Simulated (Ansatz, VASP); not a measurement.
## Al in VASP and in Ansatz

Contents of INCAR:

```
SYSTEM = Al
PREC = Accurate
ENCUT = 500
EDIFF = 1E-6
ISMEAR = 0
SIGMA = 0.18
LREAL = .FALSE.
LASPH = .TRUE.
NELM = 120
ALGO = Normal
ISIF = 2
LWAVE = .FALSE.
LCHARG = .FALSE.
GGA = PE
NBANDS = 10
GGA_COMPAT = .FALSE.
```

Contents of KPOINTS:

```
Automatic mesh
0
G
  9 9 6
  0 0 0
```

Contents of POSCAR:

```
Al
1.0
    2.8124553515      0.0000000000      0.0000000000
   -1.4062276757      2.4356577814      0.0000000000
    0.0000000000      0.0000000000      4.8668500000
Al
2
Direct
    0.6666666667      0.3333333333      0.7500000000
    0.3333333333      0.6666666667      0.2500000000
```

Input for Ansatz:

```yaml
crystal:
  lattice:
    - [2.8124553515, 0.0, 0.0]
    - [-1.4062276757, 2.4356577814, 0.0]
    - [0.0, 0.0, 4.86685]
  atoms:
    - { symbol: Al, position: [0.6666666667, 0.3333333333, 0.75] }
    - { symbol: Al, position: [0.3333333333, 0.6666666667, 0.25] }
basis:
  ecutwfc: 420
kpoints:
  mp_grid: { grid: [9, 9, 6] }
hamiltonian:
  xc: pbe
scf:
  occupations: { method: gaussian, width: 0.18 }
  n_extra_bands: 3
output:
  forces: true
  stress: true
  eigenvalues: true
```

Alike in both runs: task single point; functional PBE; k mesh 9 × 9 × 6; occupations gaussian, width 0.18 eV; no spin polarisation.

|  | VASP | Ansatz |
| --- | --- | --- |
| version | VASP 6.6.1 | Ansatz 0.2.0 |
| potentials or method | VASP PAW PBE potentials, release 64 (Al), cutoff 500 eV | scalar-relativistic, plane waves, PAW |
| valence electrons in the cell | 6 | 6 |

Ansatz gave:

```
gap on the k mesh at the Fermi level (eV)                     : none
pressure (GPa)                                                : 0.1
traceless stress, the component that is largest in VASP (GPa) : -1.17
```

What did VASP give for the same quantities?

gap on the k mesh at the Fermi level (eV): none; pressure (GPa): 0.1; traceless stress, the component that is largest in VASP (GPa): -1.16.

A gap of «none» marks a metal or a gap that the smearing closes. With one functional, cell and mesh, what is left measures potentials, basis and numerics.
